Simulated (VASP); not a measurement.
Write the native input for VASP 6.6.1 that does the following.

```yaml
Task: single point
Functional: LDA
Potentials_or_basis: VASP PAW LDA potentials, release 64 (Li_sv)
Cutoff: 520 eV
k_mesh: 12 × 12 × 7
Occupations: gaussian, width 0.1 eV
Spin: no spin polarisation
Dipole_correction: no
Further_INCAR_settings: ALGO = Normal; EDIFF = 1e-06; NBANDS = 10
```

The structure of Li lies in POSCAR:

```
Li
1.0
    3.1110000000      0.0000000000      0.0000000000
   -1.5555000000      2.6942050300      0.0000000000
    0.0000000000      0.0000000000      5.0930000000
Li
2
Direct
    0.3333333300      0.6666666700      0.2500000000
    0.6666666700      0.3333333300      0.7500000000
```

One way to write it, as run:

INCAR

```
SYSTEM = Li
PREC = Accurate
ENCUT = 520
EDIFF = 1E-6
ISMEAR = 0
SIGMA = 0.1
LREAL = .False.
LASPH = .True.
NELM = 60
ALGO = Normal
ISIF = 2
LWAVE = .False.
LCHARG = .False.
NBANDS = 10
```

KPOINTS

```
Automatic mesh
0
Gamma
  12 12 7
  0 0 0
```

Potentials or basis: VASP PAW LDA potentials, release 64 (Li_sv).

The run is started by

```sh
$ cat potpaw_LDA.64/Li_sv/POTCAR > POTCAR
$ mpirun -np 1 vasp_std > vasp.out
```

Results of the run:

| Property | Result |
| --- | --- |
| Band gap on the k mesh | zero (band 3 reaches 2.54 eV, above the bottom of band 4 at -1.58 eV) |

Wall time 14 s on 1 thread of Intel Xeon 6975P-C, with other jobs on the host, peak memory 0.15 GiB.
